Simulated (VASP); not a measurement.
# SiO2 (P4_12_12) in VASP: single point with PBE

Aim: the single point of SiO2 with PBE.

Program: VASP 6.6.1. These are calculated values, not measurements. Logs are shortened: lines on timing, memory, paths and dates and some standing lists are left out, and cuts for length are marked.

**1. The cell of the first run**

The structure is tetragonal, space group P4_12_12 (No. 92). Conventional cell: a = 4.989 Å, b = 4.989 Å, c = 6.991 Å, α = 90.00°, β = 90.00°, γ = 90.00°. Si (site symmetry 2) has 4 O at 1.63 Å within 2.2 Å. O (site symmetry 1) has 2 Si at 1.63 Å within 2.2 Å.

**2. Single point, PBE**

File INCAR:

```
SYSTEM = SiO2
PREC     = Accurate       ! precision mode
ENCUT    = 520            ! plane-wave cutoff, eV
EDIFF    = 1E-7           ! SCF threshold, eV
ISMEAR   = -1             ! smearing method
SIGMA    = 0.02           ! smearing width, eV
LREAL    = .False.        ! projectors in reciprocal space
LASPH    = .True.         ! aspherical terms in the spheres
NELM     = 60             ! most SCF steps
ALGO     = Normal         ! electronic algorithm
ISIF     = 2              ! what is computed and relaxed
LWAVE    = .False.        ! write WAVECAR
LCHARG   = .False.        ! write CHGCAR
GGA      = PE             ! functional
NBANDS   = 44             ! bands
```

File KPOINTS:

```
regular mesh
0
Gamma
  4 4 3
  0 0 0
```

File POSCAR:

```
SiO2
1.0
    4.9890000000      0.0000000000      0.0000000000
    0.0000000000      4.9890000000      0.0000000000
    0.0000000000      0.0000000000      6.9910000000
Si O
4 8
Direct
    0.3028320336      0.3028320336      0.0000000000
    0.1971679664      0.8028320336      0.2500000000
    0.6971679664      0.6971679664      0.5000000000
    0.8028320336      0.1971679664      0.7500000000
    0.2377294418      0.1119442121      0.1825996763
    0.3880557879      0.7377294418      0.4325996763
    0.7622705582      0.8880557879      0.6825996763
    0.6119442121      0.2622705582      0.9325996763
    0.7377294418      0.3880557879      0.5674003237
    0.8880557879      0.7622705582      0.3174003237
    0.2622705582      0.6119442121      0.0674003237
    0.1119442121      0.2377294418      0.8174003237
```

Potentials or basis: VASP PAW PBE potentials, release 64 (Si, O).

Started as:

```
$ cat potpaw_PBE.64/Si/POTCAR potpaw_PBE.64/O/POTCAR > POTCAR
$ mpirun -np 1 vasp_std > vasp.out
```

OUTCAR:

```text
SYSTEM = SiO2
   PREC = Accurate
   ENCUT = 520
   EDIFF = 1E-7
   ISMEAR = -1
   LREAL = .False.
   LASPH = .True.
   NELM = 60
   ISIF = 2
   GGA = PE

 ion  position               nearest neighbor table
   1  0.303  0.303  0.000-   8 1.63  11 1.63   5 1.63  12 1.63   2 3.09   4 3.09   2 3.09   4 3.09

   2  0.197  0.803  0.250-   5 1.63  10 1.63   6 1.63  11 1.63   1 3.09   3 3.09   1 3.09   3 3.09

   3  0.697  0.697  0.500-   6 1.63   9 1.63   7 1.63  10 1.63   2 3.09   4 3.09   4 3.09   2 3.09

   4  0.803  0.197  0.750-   7 1.63  12 1.63   9 1.63   8 1.63   1 3.09   3 3.09   3 3.09   1 3.09

   5  0.238  0.112  0.183-   2 1.63   1 1.63
   6  0.388  0.738  0.433-   3 1.63   2 1.63
   7  0.762  0.888  0.683-   4 1.63   3 1.63
   8  0.612  0.262  0.933-   1 1.63   4 1.63
   9  0.738  0.388  0.567-   3 1.63   4 1.63
  10  0.888  0.762  0.317-   2 1.63   3 1.63
  11  0.262  0.612  0.067-   1 1.63   2 1.63
  12  0.112  0.238  0.817-   4 1.63   1 1.63

  LATTYP: Found a simple tetragonal cell.
 ALAT       =     4.9890000000
 C/A-ratio  =     1.4012828222

  Lattice vectors:

 A1 = (   4.9890000000,   0.0000000000,   0.0000000000)
 A2 = (   0.0000000000,   4.9890000000,   0.0000000000)
 A3 = (   0.0000000000,   0.0000000000,   6.9910000000)

Analysis of symmetry for initial positions (statically):
=====================================================================
 Subroutine PRICEL returns:
 Original cell was already a primitive cell.

 Routine SETGRP: Setting up the symmetry group for a
 simple tetragonal supercell.

 Subroutine GETGRP returns: Found  8 space group operations
 (whereof  2 operations were pure point group operations)
 out of a pool of 16 trial point group operations.

The static configuration has the point symmetry C_2 .
 The point group associated with its full space group is D_4 .

Analysis of symmetry for dynamics (positions and initial velocities):
=====================================================================
 Subroutine PRICEL returns:
 Original cell was already a primitive cell.

 Routine SETGRP: Setting up the symmetry group for a
 simple tetragonal supercell.

 Subroutine GETGRP returns: Found  8 space group operations
 (whereof  2 operations were pure point group operations)
 out of a pool of 16 trial point group operations.

The dynamic configuration has the point symmetry C_2 .
[... 116 lines left out ...]
   TEBEG  =    0.0;   TEEND  =   0.0 temperature during run
   PSTRESS=    0.0 pullay stress
   NELECT =      64.0000    total number of electrons
   NUPDOWN=      -1.0000    fix difference up-down
   EMIN   =  10.00;   EMAX   =-10.00  energy-range for DOS
   EFERMI =   0.00;   METHOD = LEGACY
   ISMEAR =    -1;   SIGMA  =   0.02  broadening in eV -4-tet -1-fermi 0-gaus
   EFERMI_NEDOS =   21; number of points for ismear=-14 and -15
   IALGO  =     38    algorithm
   IMIX   =      4    mixing-type and parameters
     AMIX     =   0.40;   BMIX     =  1.00
     AMIX_MAG =   1.60;   BMIX_MAG =  1.00
  volume/ion in A,a.u.               =      14.50        97.85
  Fermi-wavevector in a.u.,A,eV,Ry     =   1.172950  2.216554 18.719045  1.375811
  Thomas-Fermi vector in A             =   2.309370
   LORBIT       =      0    0 simple, 1 ext, 2 COOP (PROOUT), +10 PAW based schemes
   GGA     = PE    functional components
   LHFCALC =     F    Hartree Fock is set to
   AEXX    =    0.0000 exact exchange contribution
   IVDW    =     0    specifies the selected vdW correction
   LEPSILON=     F    determine dielectric tensor
   LRPA    =     F    only Hartree local field effects (RPA)
 non-spin polarized calculation
  energy-cutoff  :      520.00
  volume of cell :      174.01
 maximum number of plane-waves:      4702
 NGX is ok and might be reduce to    40
   NGX = 19   NGY = 19   NGZ = 25

 number of electron      63.9999981 magnetization

 Free energy of the ion-electron system (eV)
  ---------------------------------------------------
  ext. energy  EPLUGINS =         0.00000000
  ---------------------------------------------------
  free energy    TOTEN  =       -94.90916259 eV

  energy without entropy =      -94.90916259  energy(sigma->0) =      -94.90916259

 E-fermi :   0.5112     XC(G=0):  -8.3978

 val. band max:        0.0379219713   @ k =   0.0000   0.0000   0.0000
 cond. band min:       5.6413803713   @ k =   0.0000   0.0000   0.0000
 fundamental gap:      5.6034584001
 Fermi energy:         0.5111797655

 k-point     1 :       0.0000    0.0000    0.0000
  band No.  band energies     occupation
      1     -19.3033      2.00000
      2     -18.4261      2.00000
      3     -18.4261      2.00000
      4     -17.3063      2.00000
      5     -17.2339      2.00000
      6     -17.2333      2.00000
[... 553 lines left out ...]
     43      10.5203      0.00000
     44      10.5203      0.00000

------------------------ aborting loop because EDIFF is reached ----------------------------------------

  FORCE on cell =-STRESS in cart. coord.  units (eV):
  Direction    XX          YY          ZZ          XY          YZ          ZX
  --------------------------------------------------------------------------------------
  -------------------------------------------------------------------------------------
  Total        1.3677245      1.3677245      0.7188712      0.0000000      0.0000000     -0.0000000
  in kB       12.5933971     12.5933971      6.6190451      0.0000000      0.0000000     -0.0000000
  external PRESSURE =      10.6019464 kB  Pullay stress =       0.0000000 kB

 VOLUME and BASIS-vectors are now :
 -----------------------------------------------------------------------------
  energy-cutoff  :      520.00
  volume of cell :      174.01
      direct lattice vectors                 reciprocal lattice vectors
     4.989000000  0.000000000  0.000000000     0.200440970  0.000000000  0.000000000
     0.000000000  4.989000000  0.000000000     0.000000000  0.200440970  0.000000000
     0.000000000  0.000000000  6.991000000     0.000000000  0.000000000  0.143041053

 POSITION                                       TOTAL-FORCE (eV/Angst)
 -----------------------------------------------------------------------------------
      1.51083      1.51083      0.00000         0.021459      0.021459      0.000000
      0.98367      4.00533      1.74775        -0.021459      0.021459      0.000000
      3.47817      3.47817      3.49550        -0.021459     -0.021459      0.000000
      4.00533      0.98367      5.24325         0.021459     -0.021459      0.000000
      1.18603      0.55849      1.27655         0.001559     -0.004533     -0.000965
      1.93601      3.68053      3.02430         0.004533      0.001559     -0.000965
      3.80297      4.43051      4.77205        -0.001559      0.004533     -0.000965
      3.05299      1.30847      6.51980        -0.004533     -0.001559     -0.000965
      3.68053      1.93601      3.96670         0.001559      0.004533      0.000965
      4.43051      3.80297      2.21895         0.004533     -0.001559      0.000965
      1.30847      3.05299      0.47120        -0.001559     -0.004533      0.000965
      0.55849      1.18603      5.71445        -0.004533      0.001559      0.000965
 -----------------------------------------------------------------------------------
    total drift:                               -0.000000      0.000000     -0.000000

  FREE ENERGIE OF THE ION-ELECTRON SYSTEM (eV)
  ---------------------------------------------------
  free  energy   TOTEN  =       -94.9091625894 eV

  energy  without entropy=      -94.9091625894  energy(sigma->0) =      -94.90916259
```

It took 3.2 min on 1 thread of Intel Xeon 8259CL, shared host; peak memory 0.29 GiB.

What came out:

- Free energy: -94.9092 eV
- Pressure: 1.1 GPa
- Largest force: 0.030 eV/Å
- Band gap on the k mesh: 5.60 eV

Forces on the atoms (eV/Å):
```
Si   0.021  0.021  0.000
Si  -0.021  0.021  0.000
Si  -0.021 -0.021  0.000
Si   0.021 -0.021  0.000
O    0.002 -0.005 -0.001
O    0.005  0.002 -0.001
O   -0.002  0.005 -0.001
O   -0.005 -0.002 -0.001
O    0.002  0.005  0.001
O    0.005 -0.002  0.001
O   -0.002 -0.005  0.001
O   -0.005  0.002  0.001
```

Levels at points of the mesh, in eV from the valence-band top:
```csv
k point,band 30,band 31,band 32,band 33,band 34,band 35
"(0.00, 0.00, 0.00)",-0.32,-0.32,0.00,5.60,8.74,8.74
"(0.50, 0.00, 0.00)",-0.63,-0.48,-0.48,7.63,7.63,9.20
"(0.50, 0.50, 0.00)",-0.57,-0.52,-0.52,8.62,8.62,8.68
```
